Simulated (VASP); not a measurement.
# CO2 (Imma) in VASP: notebook

The runs below take CO2 through single point, with r2SCAN.

Program: VASP 6.6.1. These are calculated values, not measurements. Logs are shortened: lines on timing, memory, paths and dates and some standing lists are left out, and cuts for length are marked.

**1. The cell of the first run**

It takes space group Imma (No. 74, orthorhombic). Conventional cell: a = 4.780 Å, b = 8.700 Å, c = 8.093 Å, α = 90.00°, β = 90.00°, γ = 90.00°. Within 1.9 Å of C (site symmetry m) lie 4 O at 1.46 to 1.47 Å. Within 2.0 Å of O (site symmetry mm2) lie 2 C at 1.47 Å. O (site symmetry 2) has 2 C at 1.47 Å within 2.0 Å. O (site symmetry 2/m) has 2 C at 1.46 Å within 1.9 Å.

**2. Single point, r2SCAN**

The input, POSCAR:

```
CO2
1.0
   -2.3898806764      4.3502109287      4.0466516692
    2.3898806764     -4.3502109287      4.0466516692
    2.3898806764      4.3502109287     -4.0466516692
C O
4 8
Direct
    0.9294151599      0.8448275440      0.0845876159
    0.7397600720      0.1551724560      0.5845876159
    0.0705848401      0.1551724560      0.9154123841
    0.2602399280      0.8448275440      0.4154123841
    0.1307005234      0.8807005234      0.2500000000
    0.8692994766      0.1192994766      0.7500000000
    0.7928299686      0.5000000000      0.7928299686
    0.2071700314      0.0000000000      0.7071700314
    0.2071700314      0.5000000000      0.2071700314
    0.7928299686      0.0000000000      0.2928299686
    0.0000000000      0.0000000000      0.0000000000
    0.5000000000      0.0000000000      0.5000000000
```

The input, INCAR.step1:

```
  ALGO = Normal
  EDIFF = 1E-4
  ENCUT = 520
  GGA = PE
  ISMEAR = 0
  LASPH = True
  LCHARG = False
  LREAL = False
  LWAVE = True
  NBANDS = 44
  NELM = 80
  PREC = Accurate
  SIGMA = 0.1
```

The input, INCAR.step2:

```
  ALGO = Normal
  EDIFF = 1E-6
  ENCUT = 520
  ISIF = 2
  ISMEAR = 0
  ISTART = 1
  LASPH = True
  LCHARG = False
  LMIXTAU = True
  LREAL = False
  LWAVE = False
  METAGGA = R2SCAN
  NBANDS = 44
  NELM = 80
  PREC = Accurate
  SIGMA = 0.1
```

The input, KPOINTS:

```
k-points
0
Gamma
  4 4 4
```

Potentials or basis: VASP PAW PBE potentials, release 64 (C, O).

On the command line:

```sh
$ cat potpaw_PBE.64/C/POTCAR potpaw_PBE.64/O/POTCAR > POTCAR
$ cp INCAR.step1 INCAR
$ mpirun -np 1 vasp_std > vasp.out
$ cp INCAR.step2 INCAR
$ mpirun -np 1 vasp_std > vasp.out
```

OUTCAR:

```text
EDIFF = 1E-6
   ENCUT = 520
   ISIF = 2
   ISMEAR = 0
   ISTART = 1
   LASPH = True
   LREAL = False
   METAGGA = R2SCAN
   NELM = 80
   PREC = Accurate

 ion  position               nearest neighbor table
   1  0.929  0.845  0.085-  11 1.46   7 1.47  10 1.47   5 1.47
   2  0.740  0.155  0.585-  12 1.46  10 1.47   7 1.47   6 1.47
   3  0.071  0.155  0.915-  11 1.46   9 1.47   8 1.47   6 1.47
   4  0.260  0.845  0.415-  12 1.46   8 1.47   9 1.47   5 1.47
   5  0.131  0.881  0.250-   4 1.47   1 1.47
   6  0.869  0.119  0.750-   2 1.47   3 1.47
   7  0.793  0.500  0.793-   1 1.47   2 1.47
   8  0.207  0.000  0.707-   4 1.47   3 1.47
   9  0.207  0.500  0.207-   3 1.47   4 1.47
  10  0.793  0.000  0.293-   2 1.47   1 1.47
  11  0.000  0.000  0.000-   1 1.46   3 1.46
  12  0.500  0.000  0.500-   2 1.46   4 1.46

  LATTYP: Found a body centered orthorhombic cell.
 ALAT       =     4.7797613528
 B/A-ratio  =     1.6932442315
 C/A-ratio  =     1.8202628155

  Lattice vectors:

 A1 = (   2.3898806764,  -4.3502109287,  -4.0466516692)
 A2 = (  -2.3898806764,  -4.3502109287,   4.0466516692)
 A3 = (  -2.3898806764,   4.3502109287,  -4.0466516692)

Analysis of symmetry for initial positions (statically):
=====================================================================
 Subroutine PRICEL returns:
 Original cell was already a primitive cell.

 Routine SETGRP: Setting up the symmetry group for a
 body centered orthorhombic supercell.

 Subroutine GETGRP returns: Found  8 space group operations
 (whereof  4 operations were pure point group operations)
 out of a pool of  8 trial point group operations.

The static configuration has the point symmetry C_2h.
 The point group associated with its full space group is D_2h.

Analysis of symmetry for dynamics (positions and initial velocities):
=====================================================================
 Subroutine PRICEL returns:
 Original cell was already a primitive cell.

 Routine SETGRP: Setting up the symmetry group for a
 body centered orthorhombic supercell.

 Subroutine GETGRP returns: Found  8 space group operations
 (whereof  4 operations were pure point group operations)
 out of a pool of  8 trial point group operations.

The dynamic configuration has the point symmetry C_2h.
 The point group associated with its full space group is D_2h.

 Subroutine INISYM returns: Found  8 space group operations
 (whereof  4 operations are pure point group operations),
 and found     1 'primitive' translations

----------------------------------------------------------------------------------------

                                     Primitive cell

  volume of cell :     168.2838

  direct lattice vectors                    reciprocal lattice vectors
    -2.389880676  4.350210929  4.046651669     0.000000000  0.114936956  0.123558942
     2.389880676 -4.350210929  4.046651669     0.209215466  0.000000000  0.123558942
     2.389880676  4.350210929 -4.046651669     0.209215466  0.114936956  0.000000000

  length of vectors
     6.404003006  6.404003006  6.404003006     0.168752232  0.242977208  0.238708222

  position of ions in fractional coordinates (direct lattice)
     0.929415160  0.844827544  0.084587616
     0.739760072  0.155172456  0.584587616
     0.070584840  0.155172456  0.915412384
     0.260239928  0.844827544  0.415412384
     0.130700523  0.880700523  0.250000000
     0.869299477  0.119299477  0.750000000
     0.792829969  0.500000000  0.792829969
     0.207170031  0.000000000  0.707170031
     0.207170031  0.500000000  0.207170031
     0.792829969  0.000000000  0.292829969
     0.000000000  0.000000000  0.000000000
     0.500000000  0.000000000  0.500000000

  ion indices of the primitive-cell ions
   primitive index   ion index
                 1           1
                 2           2
                 3           3
                 4           4
                 5           5
                 6           6
                 7           7
                 8           8
                 9           9
                10          10
                11          11
                12          12

----------------------------------------------------------------------------------------

 KPOINTS: k-points

Automatic generation of k-mesh.
 Grid dimensions read from file:
 generate k-points for:    4    4    4

 Generating k-lattice:

  Cartesian coordinates                     Fractional coordinates (reciprocal lattice)
     0.000000000  0.028734239  0.030889736     0.250000000  0.000000000  0.000000000
     0.052303867  0.000000000  0.030889736     0.000000000  0.250000000  0.000000000
     0.052303867  0.028734239  0.000000000     0.000000000  0.000000000  0.250000000

  Length of vectors
     0.042188058  0.060744302  0.059677055

  Shift w.r.t. Gamma in fractional coordinates (k-lattice)
     0.000000000  0.000000000  0.000000000

 Subroutine IBZKPT returns following result:
 ===========================================

 Found     18 irreducible k-points:

 Following reciprocal coordinates:
            Coordinates               Weight
  0.000000  0.000000  0.000000      1.000000
  0.250000 -0.000000  0.000000      4.000000
  0.500000 -0.000000  0.000000      2.000000
  0.000000  0.250000  0.000000      4.000000
  0.250000  0.250000  0.000000      8.000000
  0.500000  0.250000  0.000000      8.000000
[... 10 lines left out ...]
 -0.250000 -0.250000  0.250000      2.000000
  0.500000  0.500000  0.500000      1.000000
   k-points           NKPTS =     18   k-points in BZ     NKDIM =     18   number of bands    NBANDS=     44
   number of dos      NEDOS =    301   number of ions     NIONS =     12
   total plane-waves  NPLWV = 110592
   dimension x,y,z NGX =    48 NGY =   48 NGZ =   48
   dimension x,y,z NGXF=    96 NGYF=   96 NGZF=   96
   ions per type =               4   8
   NGX,Y,Z   is equivalent  to a cutoff of  12.46, 12.46, 12.46 a.u.
   NGXF,Y,Z  is equivalent  to a cutoff of  24.92, 24.92, 24.92 a.u.
 SYSTEM =  unknown system
   PREC   = accura    normal or accurate (medium, high low for compatibility)
   ISTART =      1    job   : 0-new  1-cont  2-samecut
   ICHARG =      0    charge: 1-file 2-atom 10-const
   ISPIN  =      1    spin polarized calculation?
   LNONCOLLINEAR =      F non collinear calculations
   LSORBIT =      F    spin-orbit coupling
   LASPH  =      T    aspherical Exc in radial PAW
   ENCUT  =  520.0 eV  38.22 Ry    6.18 a.u.  11.91 11.91 11.91*2*pi/ulx,y,z
   NELM   =     80;   NELMIN=  2; NELMDL=  0     # of ELM steps
   EDIFF  = 0.1E-05   stopping-criterion for ELM
   LREAL  =      F    real-space projection
   EDIFFG = 0.1E-04   stopping-criterion for IOM
   NSW    =      0    number of steps for IOM
   IBRION =     -1    ionic relax: 0-MD 1-quasi-New 2-CG
   NFREE  =      0    steps in history (QN), initial steepest desc. (CG)
   ISIF   =      2    stress and relaxation
   ISYM   =      2    0-nonsym 1-usesym 2-fastsym
   POTIM  = 0.5000    time-step for ionic-motion
   TEBEG  =    0.0;   TEEND  =   0.0 temperature during run
   PSTRESS=    0.0 pullay stress
   NELECT =      64.0000    total number of electrons
   NUPDOWN=      -1.0000    fix difference up-down
   EMIN   =  10.00;   EMAX   =-10.00  energy-range for DOS
   EFERMI =   0.00;   METHOD = LEGACY
   ISMEAR =     0;   SIGMA  =   0.10  broadening in eV -4-tet -1-fermi 0-gaus
   EFERMI_NEDOS =   21; number of points for ismear=-14 and -15
   IALGO  =     38    algorithm
   IMIX   =      4    mixing-type and parameters
     AMIX     =   0.40;   BMIX     =  1.00
     AMIX_MAG =   1.60;   BMIX_MAG =  1.00
  volume/ion in A,a.u.               =      14.02        94.64
  Fermi-wavevector in a.u.,A,eV,Ry     =   1.186098  2.241401 19.141075  1.406829
  Thomas-Fermi vector in A             =   2.322278
   LORBIT       =      0    0 simple, 1 ext, 2 COOP (PROOUT), +10 PAW based schemes
   METAGGA = R2SCAN    functional components
   LHFCALC =     F    Hartree Fock is set to
   AEXX    =    0.0000 exact exchange contribution
   IVDW    =     0    specifies the selected vdW correction
   LEPSILON=     F    determine dielectric tensor
   LRPA    =     F    only Hartree local field effects (RPA)
 non-spin polarized calculation
 Gauss-broadening in eV      SIGMA  =   0.10
  energy-cutoff  :      520.00
  volume of cell :      168.28
 maximum number of plane-waves:      4553
   NGX = 23   NGY = 23   NGZ = 23

 number of electron      63.9999982 magnetization

 Free energy of the ion-electron system (eV)
  ---------------------------------------------------
  ext. energy  EPLUGINS =         0.00000000
  ---------------------------------------------------
  free energy    TOTEN  =       -89.59663375 eV

  energy without entropy =      -89.59663375  energy(sigma->0) =      -89.59663375

 E-fermi :  -1.5823     XC(G=0):  -8.0222

 val. band max:       -2.0998977294   @ k =   0.0000   0.0000   0.0000
 cond. band min:       0.0133121870   @ k =   0.0000   0.0000   0.0000
 fundamental gap:      2.1132099164
 Fermi energy:        -1.5823309450

 k-point     1 :       0.0000    0.0000    0.0000
  band No.  band energies     occupation
      1     -25.9382      2.00000
      2     -24.4964      2.00000
      3     -23.6897      2.00000
      4     -23.2225      2.00000
      5     -21.9891      2.00000
      6     -21.8654      2.00000
[... 36 lines left out ...]
     43       8.7151      0.00000
     44       9.1843      0.00000

 k-point     2 :       0.2500   -0.0000    0.0000
  band No.  band energies     occupation
      1     -25.8394      2.00000
      2     -24.7910      2.00000
      3     -23.6762      2.00000
      4     -23.0168      2.00000
      5     -21.9096      2.00000
      6     -21.8763      2.00000
[... 744 lines left out ...]
 k-point    18 :       0.5000    0.5000    0.5000
  band No.  band energies     occupation
      1     -25.3085      2.00000
      2     -25.2990      2.00000
      3     -24.4505      2.00000
      4     -21.9013      2.00000
      5     -21.8956      2.00000
      6     -21.8091      2.00000
[... 36 lines left out ...]
     43       8.1119      0.00000
     44       8.3442      0.00000

------------------------ aborting loop because EDIFF is reached ----------------------------------------

  FORCE on cell =-STRESS in cart. coord.  units (eV):
  Direction    XX          YY          ZZ          XY          YZ          ZX
  --------------------------------------------------------------------------------------
  -------------------------------------------------------------------------------------
  Total      -30.3648437    -22.7766960    -31.5351916      0.0000000      0.0000000      0.0000000
  in kB     -289.0941385   -216.8497672   -300.2366527      0.0000000      0.0000000      0.0000000
  external PRESSURE =    -268.7268528 kB  Pullay stress =       0.0000000 kB

 VOLUME and BASIS-vectors are now :
 -----------------------------------------------------------------------------
  energy-cutoff  :      520.00
  volume of cell :      168.28
      direct lattice vectors                 reciprocal lattice vectors
    -2.389880676  4.350210929  4.046651669     0.000000000  0.114936956  0.123558942
     2.389880676 -4.350210929  4.046651669     0.209215466  0.000000000  0.123558942
     2.389880676  4.350210929 -4.046651669     0.209215466  0.114936956  0.000000000

 POSITION                                       TOTAL-FORCE (eV/Angst)
 -----------------------------------------------------------------------------------
     -0.00000      0.73595      6.83745         0.000000      2.460353     -1.013603
     -0.00000      5.08616      1.25586         0.000000      2.460353      1.013603
      2.38988      3.61426     -2.79079         0.000000     -2.460353      1.013603
      2.38988     -0.73595      2.79079        -0.000000     -2.460353     -1.013603
      2.38988     -2.17511      3.08112        -0.000000     -0.000000      1.275930
      0.00000      6.52532      0.96553         0.000000     -0.000000     -1.275930
      1.19494      4.72285      2.02333        -0.000000     -1.368758     -0.000000
      1.19494      3.97757     -2.02333         0.000000      1.368758      0.000000
      1.19494     -0.37264      2.02333         0.000000      1.368758      0.000000
     -1.19494      4.72285      2.02333        -0.000000     -1.368758     -0.000000
      0.00000      0.00000      0.00000        -0.000000     -0.000000      0.000000
      0.00000      4.35021      0.00000        -0.000000     -0.000000      0.000000
 -----------------------------------------------------------------------------------
    total drift:                               -0.000000     -0.000004      0.000003

  FREE ENERGIE OF THE ION-ELECTRON SYSTEM (eV)
  ---------------------------------------------------
  free  energy   TOTEN  =       -89.5966337494 eV

  energy  without entropy=      -89.5966337494  energy(sigma->0) =      -89.59663375
```

Wall time 8.4 min (1 thread of AMD EPYC 9R45 (Zen 5), shared host); peak memory 0.37 GiB.

What came out:

| Property | Result |
| --- | --- |
| Free energy | -89.5966 eV |
| Pressure | -26.9 GPa |
| Largest force | 2.661 eV/Å |
| Band gap on the k mesh | 2.11 eV |

Forces in eV/Å, atoms in the order of the input:
```
C    0.000  2.460 -1.014
C    0.000  2.460  1.014
C    0.000 -2.460  1.014
C    0.000 -2.460 -1.014
O    0.000  0.000  1.276
O    0.000  0.000 -1.276
O    0.000 -1.369  0.000
O    0.000  1.369  0.000
O    0.000  1.369  0.000
O    0.000 -1.369  0.000
O    0.000  0.000  0.000
O    0.000  0.000  0.000
```

Levels at points of the mesh, in eV from the valence-band top:
| k point | band 30 | band 31 | band 32 | band 33 | band 34 | band 35 |
| --- | --- | --- | --- | --- | --- | --- |
| (0.00, 0.00, 0.00) | -0.63 | -0.35 | 0.00 | 2.11 | 4.98 | 5.39 |
| (0.50, 0.00, 0.00) | -0.49 | -0.35 | -0.17 | 3.40 | 3.93 | 5.02 |
| (0.00, 0.50, 0.00) | -0.81 | -0.73 | -0.25 | 3.72 | 4.14 | 6.02 |
| (0.50, 0.50, 0.00) | -1.19 | -0.39 | -0.39 | 4.43 | 4.43 | 6.22 |
| (0.50, 0.50, 0.50) | -0.26 | -0.22 | -0.03 | 2.91 | 4.30 | 5.10 |

Caveat: the stress differs along the axes, from -30 to -22 GPa; the PAW data sets were made with another functional, which shifts forces and pressure a little.

(Part 1 of 2 ends here.)
